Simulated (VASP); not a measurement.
Runs of VASP 6.6.1 on Al2GaP3. The structure is that of space group P-3m1 (No. 164), or close to it. The cells are those of the table. 

| task | cell | k mesh | cutoff (eV) | gap on the mesh (eV) | pressure (GPa) | relaxed volume (Å³/atom) | largest force (eV/Å) |
| --- | --- | --- | --- | --- | --- | --- | --- |
| single point | a = 4.832, b = 4.832, c = 5.303 Å, angles 90.0, 90.0, 120.0°, 6 atoms | 6 × 6 × 4 | 520 | none | (b) | - | 0.01 |
| single point | a = 4.295, b = 4.295, c = 7.483 Å, angles 90.0, 90.0, 120.0°, 6 atoms | 6 × 6 × 2 | 520 | none | 121.1 | - | 50.22 |
| single point | a = 4.637, b = 4.637, c = 6.047 Å, angles 90.0, 90.0, 120.0°, 6 atoms | 6 × 6 × 2 | 520 | none | -0.1 | - | 0.01 |
| relaxation of cell and atoms | relaxed from a = 4.637, b = 4.637, c = 6.047 Å, angles 90.0, 90.0, 120.0°, 6 atoms | 6 × 6 × 4 | 600 | none | 0.0 | 17.81 | 0.03 |
| relaxation of cell and atoms | relaxed from a = 4.295, b = 4.295, c = 7.483 Å, angles 90.0, 90.0, 120.0°, 6 atoms | 6 × 6 × 2 | 600 | none | 0.2 | (a) | 0.04 |

Alike in all rows: level PBE; potentials or basis VASP PAW PBE potentials, release 64 (Al, Ga_d, P); no spin polarisation; smearing gaussian 0.1 eV.

Estimate the missing entries.

(a) 16.63; (b) -0.3.

Caveats: some runs use coarse meshes; forces of over 1 eV/Å act on the atoms, so gaps and moduli don't describe the material at rest (some runs); the volume moved by over 15 % at a fixed basis, so the end points are rough (some runs).

A k mesh can miss the band edges, and the runs leave out spin-orbit coupling on Ga.

A gap of «none» marks levels without a gap at the run's occupations.
